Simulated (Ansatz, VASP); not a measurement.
**Two plane-wave programs on HfAs4**

```
CELL_PARAMETERS angstrom
4.49652 0.00000 0.00000
0.00000 4.49652 0.00000
0.00000 0.00000 5.62699
ATOMIC_POSITIONS crystal
Hf 0.00000 0.00000 0.00000
As 0.50000 0.00000 0.27970
As 0.00000 0.50000 0.72030
As 0.50000 0.00000 0.72030
As 0.00000 0.50000 0.27970
```

Change from the starting cell: ordered vacancies on the cation sites of fluorite (P4/mmm, No. 123).

Alike in both runs: functional PBE; k mesh 8 × 8 × 8; occupations gaussian, width 0.1 eV; no spin polarisation.

Ansatz relaxed the structure, and its values are those at the end. VASP's run is a single point on that final structure, the one shown.

```csv
,VASP,Ansatz
version,VASP 6.6.1,Ansatz 0.2.0
potentials or method,"VASP PAW PBE potentials, release 64 (Hf_pv, As), cutoff 520 eV","scalar-relativistic, plane waves, PAW"
valence electrons in the cell,30,86
```

|  | VASP | Ansatz | Ansatz less VASP |
| --- | --- | --- | --- |
| gap on the k mesh at the Fermi level (eV) | none | none | - |
| pressure (GPa) | 0.0 | 0.0 | +0.04 |
| rms of the force components (eV/Å) | 0.020 | 0.000 | -0.0195 |

A gap of «none» marks a metal or a gap that the smearing closes. VASP's potentials hold 30 valence electrons a cell and Ansatz's 86, so a difference there can come from the potentials and not from the codes.

Spin-orbit coupling is off throughout.
